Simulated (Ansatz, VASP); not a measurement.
**TiC: VASP beside Ansatz**

POSCAR

```
TiC
1.0
    3.0420900000      0.0000000000      0.0000000000
   -1.5210400000      2.6345200000      0.0000000000
    0.0000000000      0.0000000000      2.6979700000
Ti C
1 1
Direct
    0.0000000000      0.0000000000      0.5000000000
    0.3333300000      0.6666700000      0.0000000000
```

INCAR.step1

```
PREC     = Accurate       # precision mode
ENCUT    = 600            # plane-wave cutoff, eV
ISMEAR   = -1             # smearing method
SIGMA    = 0.05           # smearing width, eV
LREAL    = False          # projectors in reciprocal space
LASPH    = True           # aspherical terms in the spheres
NELM     = 60             # most SCF steps
GGA      = PE             # functional
ALGO     = Normal         # electronic algorithm
EDIFF    = 1E-4           # SCF threshold, eV
LWAVE    = True           # write WAVECAR
LCHARG   = False          # write CHGCAR
```

Contents of INCAR.step2:

```
PREC     = Accurate       # precision mode
ENCUT    = 600            # plane-wave cutoff, eV
EDIFF    = 1E-7           # SCF threshold, eV
ISMEAR   = -1             # smearing method
SIGMA    = 0.05           # smearing width, eV
LREAL    = False          # projectors in reciprocal space
LASPH    = True           # aspherical terms in the spheres
NELM     = 60             # most SCF steps
ALGO     = Normal         # electronic algorithm
ISIF     = 3              # what is computed and relaxed
LWAVE    = False          # write WAVECAR
LCHARG   = False          # write CHGCAR
METAGGA  = R2SCAN         # meta-GGA
LMIXTAU  = True         
IBRION   = 2              # ionic algorithm
NSW      = 60             # ionic steps
EDIFFG   = -0.01          # ionic threshold
ISTART   = 1
```

KPOINTS

```
Automatic mesh
0
Gamma
  10 10 10
```

The input input.yaml:

```yaml
crystal:
  lattice:
    - [3.04209, 0.0, 0.0]
    - [-1.52104, 2.63452, 0.0]
    - [0.0, 0.0, 2.69797]
  atoms:
    - { symbol: Ti, position: [0.0, 0.0, 0.5] }
    - { symbol: C, position: [0.33333, 0.66667, 0.0] }
hamiltonian:
  xc: r2scan
  pseudopotentials: { kind: paw }
kpoints:
  mp_grid: { grid: [10, 10, 10] }
scf:
  occupations: { method: fermi_dirac, width: 0.05 }
output:
  forces: true
  stress: true
  eigenvalues: true
  write_density: true
  write_potential: true
  elf: true
  volumetric_format: npy
relax:
  f_tol: 0.01
  max_steps: 40
  cell: { stress_tol: 0.05 }
```

Alike in both runs: task relaxation of cell and atoms; functional r2SCAN; k mesh 10 × 10 × 10; occupations fermi-dirac, width 0.05 eV; no spin polarisation.

|  | VASP | Ansatz |
| --- | --- | --- |
| version | VASP 6.6.1 | Ansatz 0.2.0 |
| potentials or method | VASP PAW PBE potentials, release 64 (Ti_sv, C) | Ansatz PAW |
| plane-wave cutoff (eV) | 600 | 500 |
| valence electrons in the cell | 16 | 16 |

VASP gave:

- gap on the k mesh at the Fermi level, each at its own relaxed structure (eV): none
- relaxed volume (Å³/atom): 10.79
- relaxed length of the cell vector where the two differ most in proportion (Å): 2.692

Estimate Ansatz's values.

gap on the k mesh at the Fermi level, each at its own relaxed structure (eV): none; relaxed volume (Å³/atom): 10.75; relaxed length of the cell vector where the two differ most in proportion (Å): 2.688.

VASP's potentials were made for PBE, not for r2SCAN. A gap of «none» marks a metal or a gap that the smearing closes.

Noted on Ansatz's run: the plane-wave basis is chosen anew once the cell has moved, so the energies of steps on either side of that aren't comparable.
